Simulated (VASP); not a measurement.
ZnO, 4 atoms in the cell. Symmetry: P6_3mc, No. 186, hexagonal system. Conventional cell: a = 3.214 Å, b = 3.214 Å, c = 5.318 Å, α = 90.00°, β = 90.00°, γ = 120.00°. Zn (site symmetry 3m) has 4 O at 1.96 to 2.02 Å within 2.6 Å. O (site symmetry 3m) has 4 Zn at 1.96 to 2.02 Å within 2.6 Å.  This cell differs from its parent crystal: uniaxial strain along c: +2.0 %.

| Item | Value |
| --- | --- |
| Program | VASP 6.6.1 |
| Task | single point |
| Functional | PBEsol |
| Potentials or basis | VASP PAW PBE potentials, release 64 (Zn, O) |
| Cutoff | 520 eV |
| k mesh | 12 × 12 × 6 |
| Occupations | gaussian, width 0.02 eV |
| Spin | no spin polarisation |
| Dipole correction | no |
| Further INCAR settings | ALGO = Normal; EDIFF = 1e-07; NBANDS = 26 |

Potentials or basis: VASP PAW PBE potentials, release 64 (Zn, O).

The run is started by

```bash
$ cat potpaw_PBE.64/Zn/POTCAR potpaw_PBE.64/O/POTCAR > POTCAR
$ mpirun -np 1 vasp_std > vasp.out
```

Hardware: 1 thread of Intel(R) Xeon(R) Platinum 8559C (Emerald Rapids), on a shared host.

How long does it take, and how much memory?

Wall time 36 s on 1 thread of Intel(R) Xeon(R) Platinum 8559C (Emerald Rapids), with other jobs on the host, peak memory 0.2 GiB. Counts: scf iterations 17, k points 76.
